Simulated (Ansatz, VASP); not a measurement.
# Two plane-wave programs on CdC2

File INCAR:

```
SYSTEM = CdC2
PREC = Accurate
ENCUT = 600
EDIFF = 1E-7
ISMEAR = 0
SIGMA = 0.01
LREAL = .False.
LASPH = .True.
NELM = 100
ALGO = Normal
ISIF = 3
LWAVE = .False.
LCHARG = .False.
IBRION = 2
NSW = 80
EDIFFG = -0.001
```

File KPOINTS:

```
regular mesh
0
Gamma
  8 8 8
  0 0 0
```

The input POSCAR:

```
CdC2
1.0
   -2.0484868193      2.0484868193      2.6937737444
    2.0484868193     -2.0484868193      2.6937737444
    2.0484868193      2.0484868193     -2.6937737444
Cd C
1 2
Direct
    0.0000000000      0.0000000000      0.0000000000
    0.6148600862      0.6148600862      0.0000000000
    0.3851399138      0.3851399138      0.0000000000
```

Input for Ansatz:

```yaml
crystal:
  lattice:
    - [-2.0484868108, 2.0484868108, 2.6937737626]
    - [2.0484868108, -2.0484868108, 2.6937737626]
    - [2.0484868108, 2.0484868108, -2.6937737626]
  atoms:
    - { symbol: Cd, position: [0.0, 0.0, 0.0] }
    - { symbol: C, position: [0.6148600858, 0.6148600858, 0.0] }
    - { symbol: C, position: [0.3851399142, 0.3851399142, 0.0] }
basis:
  ecutwfc: 420
kpoints:
  mp_grid: { grid: [8, 8, 8] }
hamiltonian:
  xc: lda
scf:
  occupations: { method: fixed }
output:
  forces: true
  stress: true
  eigenvalues: true
relax:
  adjacent_minimum: "off"
  f_tol: 0.001
  max_steps: 60
  cell: { stress_tol: 0.01 }
```

Alike in both runs: task relaxation of cell and atoms; functional LDA; k mesh 8 × 8 × 8; no spin polarisation.

|  | VASP | Ansatz |
| --- | --- | --- |
| version | VASP 6.6.1 | Ansatz 0.2.0 |
| potentials or method | VASP PAW LDA potentials, release 64 (Cd, C), cutoff 600 eV | scalar-relativistic, plane waves, PAW |
| occupations | gaussian, width 0.01 eV | fixed |
| valence electrons in the cell | 20 | 28 |

|  | VASP | Ansatz | Ansatz less VASP |
| --- | --- | --- | --- |
| gap on the k mesh at the Fermi level, each at its own relaxed structure (eV) | 3.30 | 3.26 | -0.040 |
| relaxed volume (Å³/atom) | 15.01 | 15.08 | +0.069 |
| relaxed cell length with the largest relative difference (Å) | 3.956 | 3.957 | +0.0001 |

LDA's correlation is that of Perdew and Zunger in VASP and of Perdew and Wang (1992) in Ansatz. VASP's potentials hold 20 valence electrons a cell and Ansatz's 28, so a difference there can come from the potentials and not from the codes.
